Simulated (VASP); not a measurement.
Crystal: MoS.

```
Mo S
1.0
     2.97064    0.00000    0.00000
     0.00000    2.97064    0.00000
     0.00000    0.00000    2.97064
Mo S
1 1
Cartesian
  0.0000 0.0000 0.0000
  1.4853 1.4853 1.4853
```

Base run:

| Property | Result |
| --- | --- |
| Program | VASP 6.6.1 |
| Functional | PBEsol |
| Potentials or basis | VASP PAW PBE potentials, release 64 (Mo_sv, S) |
| Cutoff | 520 eV |
| k mesh | 14 × 14 × 14 |
| Occupations | gaussian, width 0.05 eV |
| Spin | collinear spin |
| Starting moments | [3.5, 0.0] μB |
| Hubbard terms | Mo d U = 6.0 eV |

Its results: pressure 22.2 GPa; net moment 1.55 μB per cell; site moments Mo +1.59; S -0.18 μB.

Q: The run is repeated on the same cell with these changes: hubbard terms from Mo d U = 6.0 eV to Mo d U = 4.0 eV. What comes out?

A: Pressure 5.5 GPa; net moment 0.26 μB per cell; site moments Mo +0.25; S -0.03 μB.

Caveats: the cell stands under pressure; the PAW data sets were made with another functional, which shifts forces and pressure a little.
